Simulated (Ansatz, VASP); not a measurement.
## Nb in VASP and in Ansatz

Contents of INCAR:

```
SYSTEM = Nb
PREC = Accurate
ENCUT = 520
EDIFF = 1E-7
ISMEAR = -1
SIGMA = 0.05
LREAL = .False.
LASPH = .True.
NELM = 60
ALGO = Normal
ISIF = 2
LWAVE = .False.
LCHARG = .False.
GGA = PS
NBANDS = 20
```

The input KPOINTS:

```
regular mesh
0
Gamma
  17 17 9
  0 0 0
```

Contents of POSCAR:

```
Nb
1.0
    2.6009904882      0.0000000000      0.0000000000
   -1.3004952441      2.2525238378      0.0000000000
    0.0000000000      0.0000000000      4.6765386349
Nb
2
Direct
    0.3333333333      0.6666666667      0.2500000000
    0.6666666667      0.3333333333      0.7500000000
```

Input for Ansatz:

```yaml
crystal:
  lattice:
    - [2.6009904882, 0.0, 0.0]
    - [-1.3004952441, 2.2525238378, 0.0]
    - [0.0, 0.0, 4.6765386349]
  atoms:
    - { symbol: Nb, position: [0.3333333333, 0.6666666667, 0.25] }
    - { symbol: Nb, position: [0.6666666667, 0.3333333333, 0.75] }
kpoints:
  mp_grid: { grid: [17, 17, 9] }
scf:
  occupations: { method: fermi_dirac, width: 0.05 }
hamiltonian:
  xc: pbesol
  pseudopotentials: { kind: all_electron, lapw: { basis_error: 0.001 } }
output:
  forces: true
  stress: true
  eigenvalues: true
  populations: true
```

Change from the starting cell: volume scaled by 0.76, LAPW.

Alike in both runs: task single point; functional PBEsol; k mesh 17 × 17 × 9; occupations fermi-dirac, width 0.05 eV; no spin polarisation.

|  | VASP | Ansatz |
| --- | --- | --- |
| version | VASP 6.6.1 | Ansatz 0.2.0 |
| potentials or method | VASP PAW PBE potentials, release 64 (Nb_sv), cutoff 520 eV | all-electron LAPW, scalar-relativistic |

```tsv
	VASP	Ansatz	Ansatz less VASP
pressure (GPa)	77.7	77.9	+0.24
traceless stress, the component that is largest in VASP (GPa)	-0.21	0.02	+0.236
```

VASP's potentials were made for PBE, not for PBEsol. Both programs put the cell under a high pressure, so it lies far from rest at this level. Ansatz ran all-electron here, and VASP with PAW potentials.

Noted on VASP's run: the cell as given lies far from equilibrium.
